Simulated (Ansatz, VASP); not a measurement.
## TiSi2: VASP beside Ansatz

The input INCAR:

```
SYSTEM = TiSi2
ALGO = Normal
EDIFF = 1E-6
ENCUT = 500
GGA = PS
GGA_COMPAT = .False.
ISIF = 2
ISMEAR = 0
LASPH = .True.
LCHARG = .True.
LELF = .True.
LREAL = .False.
LVHAR = .True.
LWAVE = .False.
NBANDS = 29
NELM = 120
PREC = Accurate
SIGMA = 0.15
```

File KPOINTS:

```
k-points
0
Gamma
  10 10 10
  0 0 0
```

File POSCAR:

```
TiSi2
1.0
    1.7585248039     -6.6741239124      0.0000000000
    1.7585248039      6.6741239124      0.0000000000
    0.0000000000      0.0000000000      3.5556151851
Ti Si
2 4
Direct
    0.8975172586      0.1024827414      0.7500000000
    0.1024827414      0.8975172586      0.2500000000
    0.5599863203      0.4400136797      0.7500000000
    0.4400136797      0.5599863203      0.2500000000
    0.2497198032      0.7502801968      0.7500000000
    0.7502801968      0.2497198032      0.2500000000
```

Input for Ansatz:

```yaml
crystal:
  lattice:
    - [1.7585248039, -6.6741239124, 0.0]
    - [1.7585248039, 6.6741239124, 0.0]
    - [0.0, 0.0, 3.5556151851]
  atoms:
    - { symbol: Ti, position: [0.8975172586, 0.1024827414, 0.75] }
    - { symbol: Ti, position: [0.1024827414, 0.8975172586, 0.25] }
    - { symbol: Si, position: [0.5599863203, 0.4400136797, 0.75] }
    - { symbol: Si, position: [0.4400136797, 0.5599863203, 0.25] }
    - { symbol: Si, position: [0.2497198032, 0.7502801968, 0.75] }
    - { symbol: Si, position: [0.7502801968, 0.2497198032, 0.25] }
basis:
  ecutwfc: 420
kpoints:
  mp_grid: { grid: [10, 10, 10] }
hamiltonian:
  xc: pbesol
scf:
  occupations: { method: gaussian, width: 0.15 }
output:
  forces: true
  stress: true
  eigenvalues: true
```

Alike in both runs: task single point; functional PBEsol; k mesh 10 × 10 × 10; occupations gaussian, width 0.15 eV; no spin polarisation.

|  | VASP | Ansatz |
| --- | --- | --- |
| version | VASP 6.6.1 | Ansatz 0.2.0 |
| potentials or method | VASP PAW PBE potentials, release 64 (Ti_sv, Si), cutoff 500 eV | scalar-relativistic, plane waves, PAW |
| valence electrons in the cell | 40 | 40 |

Ansatz gave:

```
gap on the k mesh at the Fermi level (eV) : none
pressure (GPa)                            : 0.0
```

**Question.** What did VASP give for the same quantities?

**Answer.** gap on the k mesh at the Fermi level (eV): none; pressure (GPa): 0.1.

VASP's potentials were made for PBE, not for PBEsol. A gap of «none» marks a metal or a gap that the smearing closes. The functional is the same, so the differences come from potentials, cutoffs and numerics.
